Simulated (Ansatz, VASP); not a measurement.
**One calculation of Re, two programs**

INCAR

```
ALGO = Normal
EDIFF = 1E-6
ENCUT = 600
GGA = CA
GGA_COMPAT = False
ISIF = 2
ISMEAR = 0
LASPH = True
LCHARG = False
LREAL = False
LWAVE = False
NBANDS = 14
NELM = 120
PREC = Accurate
SIGMA = 0.03
```

KPOINTS

```
k-points
0
Gamma
  13 13 7
```

Contents of POSCAR:

```
Re
1.0
    2.7391880258      0.0000000000      0.0000000000
   -1.3695940129      2.3722064161      0.0000000000
    0.0000000000      0.0000000000      4.4118668232
Re
2
Direct
    0.3333333333      0.6666666667      0.2500000000
    0.6666666667      0.3333333333      0.7500000000
```

Input for Ansatz:

```yaml
crystal:
  lattice:
    - [2.7391880258, 0.0, 0.0]
    - [-1.3695940129, 2.3722064161, 0.0]
    - [0.0, 0.0, 4.4118668232]
  atoms:
    - { symbol: Re, position: [0.3333333333, 0.6666666667, 0.25] }
    - { symbol: Re, position: [0.6666666667, 0.3333333333, 0.75] }
hamiltonian:
  xc: lda
  pseudopotentials:
    kind: paw
    azcp:
      Re: "pseudopotentials/Re.paw.azcp"
basis:
  ecutwfc: 420
  fft_grid_basis: typed
kpoints:
  mp_grid: { grid: [13, 13, 7], shift: [0, 0, 0] }
magnetization:
  spin_polarized: false
scf:
  occupations: { method: gaussian, width: 0.03 }
  lower_state_search: "off"
output:
  stress: true
  write_density: true
  write_potential: true
  elf: true
  volumetric_format: npy
```

Alike in both runs: task single point; functional LDA; k mesh 13 × 13 × 7; occupations gaussian, width 0.03 eV; no spin polarisation.

|  | VASP | Ansatz |
| --- | --- | --- |
| version | VASP 6.6.1 | Ansatz 0.2.0 |
| potentials or method | VASP PAW LDA potentials, release 64 (Re), cutoff 600 eV | plane waves (420 eV) with PAW, scalar-relativistic |
| valence electrons in the cell | 14 | 30 |

Ansatz gave:

| Item | Value |
| --- | --- |
| pressure (GPa) | -0.3 |
| traceless stress, the component that is largest in VASP (GPa) | -0.41 |

Question: Which values does VASP return?

Answer: Pressure (GPa): 1.3; traceless stress, the component that is largest in VASP (GPa): -0.43.

Ansatz warns that its potentials were made for another functional, while VASP's fit it. LDA's correlation is that of Perdew and Zunger in VASP and of Perdew and Wang (1992) in Ansatz. VASP's potentials hold 14 valence electrons a cell and Ansatz's 30, so a difference there can come from the potentials and not from the codes.

Spin-orbit coupling is off throughout.
